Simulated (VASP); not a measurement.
# BN: single point with PBEsol

Crystal: BN.

```
CELL_PARAMETERS angstrom
1.25112 0.72234 3.37293
-1.25112 0.72234 3.37293
0.00000 -1.44467 3.37293
ATOMIC_POSITIONS crystal
B 0.99967 0.99967 0.99967
N 0.33276 0.33276 0.33276
```

```yaml
Program: VASP 6.6.1
Task: single point
Functional: PBEsol
Potentials_or_basis: VASP PAW PBE potentials, release 64 (B, N)
Cutoff: 600 eV
k_mesh: 10 × 10 × 10
Occupations: fermi-dirac, width 0.1 eV
Spin: no spin polarisation
```

```
Pressure               : 0.9 GPa
Band gap on the k mesh : 4.14 eV (least direct gap 4.83 eV)
```

Forces on the atoms (eV/Å):
```
B    0.000  0.000 -0.003
N    0.000  0.000  0.003
```

Stress tensor (GPa, compression positive):
```
1.17 0.00 0.00
0.00 1.17 0.00
0.00 0.00 0.22
```

Levels at points of the mesh, in eV from the valence-band top:
```tsv
k point	band 1	band 2	band 3	band 4	band 5	band 6	band 7	band 8	band 9
(0.00, 0.00, 0.00)	-17.77	-4.24	-1.30	-1.30	4.93	11.60	11.60	13.08	14.69
(0.50, 0.00, 0.00)	-14.55	-8.98	-4.10	-0.64	5.18	9.82	12.83	14.81	19.73
(0.50, 0.50, 0.00)	-14.48	-8.85	-4.15	-1.22	4.14	9.81	14.02	17.35	20.15
(0.50, 0.50, 0.50)	-17.51	-6.24	-1.31	-1.31	9.94	11.53	11.53	12.20	16.21
```

Wall time 47 s on 1 thread of Intel Xeon 8259CL, with other jobs on the host, peak memory 0.17 GiB.

Caveat: the PAW data sets were made with another functional, which shifts forces and pressure a little. A k mesh can miss the band edges.
